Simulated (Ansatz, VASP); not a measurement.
## One calculation of Ge, two programs

Contents of INCAR:

```
SYSTEM = Ge
PREC     = Accurate       ! precision mode
ENCUT    = 600            ! plane-wave cutoff, eV
EDIFF    = 1E-6           ! SCF threshold, eV
ISMEAR   = -1             ! smearing method
SIGMA    = 0.05           ! smearing width, eV
LREAL    = .FALSE.        ! projectors in reciprocal space
LASPH    = .TRUE.         ! aspherical terms in the spheres
NELM     = 60             ! most SCF steps
ALGO     = Normal         ! electronic algorithm
ISIF     = 3              ! what is computed and relaxed
LWAVE    = .FALSE.        ! write WAVECAR
LCHARG   = .FALSE.        ! write CHGCAR
GGA      = PS             ! functional
IBRION   = 2              ! ionic algorithm
NSW      = 60             ! ionic steps
EDIFFG   = -0.01          ! ionic threshold
```

Contents of KPOINTS:

```
regular mesh
0
G
  7 7 7
  0 0 0
```

POSCAR

```
Ge
1.0
    0.0000000000      2.8857400000      5.1156650000
    2.6304970000      0.0000000000      5.1156650000
    2.6304970000      2.8857400000      0.0000000000
Ge
4
Direct
    0.7264900000      0.2735100000      0.7264900000
    0.2735100000      0.7264900000      0.2735100000
    0.2181330000      0.2181330000      0.7818670000
    0.7818670000      0.7818670000      0.2181330000
```

Contents of input.yaml:

```yaml
crystal:
  lattice:
    - [0.0, 2.88574, 5.115665]
    - [2.630497, 0.0, 5.115665]
    - [2.630497, 2.88574, 0.0]
  atoms:
    - { symbol: Ge, position: [0.72649, 0.27351, 0.72649] }
    - { symbol: Ge, position: [0.27351, 0.72649, 0.27351] }
    - { symbol: Ge, position: [0.218133, 0.218133, 0.781867] }
    - { symbol: Ge, position: [0.781867, 0.781867, 0.218133] }
hamiltonian:
  xc: pbesol
  pseudopotentials: { kind: paw }
kpoints:
  mp_grid: { grid: [7, 7, 7] }
scf:
  occupations: { method: fermi_dirac, width: 0.05 }
output:
  forces: true
  stress: true
  eigenvalues: true
relax:
  f_tol: 0.01
  max_steps: 40
  cell: { stress_tol: 0.05 }
```

Alike in both runs: task relaxation of cell and atoms; functional PBEsol; k mesh 7 × 7 × 7; occupations fermi-dirac, width 0.05 eV; no spin polarisation.

|  | VASP | Ansatz |
| --- | --- | --- |
| version | VASP 6.6.1 | Ansatz 0.2.0 |
| potentials or method | VASP PAW PBE potentials, release 64 (Ge_d) | Ansatz PAW |
| plane-wave cutoff (eV) | 600 | 420 |
| valence electrons in the cell | 56 | 56 |

|  | VASP | Ansatz | Ansatz less VASP |
| --- | --- | --- | --- |
| gap on the k mesh at the Fermi level, each at its own relaxed structure (eV) | none | none | - |
| relaxed volume (Å³/atom) | 18.41 | 18.38 | -0.030 |
| relaxed cell length with the largest relative difference (Å) | 5.729 | 5.724 | -0.0049 |

VASP's potentials were made for PBE, not for PBEsol. A gap of «none» marks a metal or a gap that the smearing closes.

Noted on Ansatz's run: the plane-wave basis is chosen anew once the cell has moved, so the energies of steps on either side of that aren't comparable.
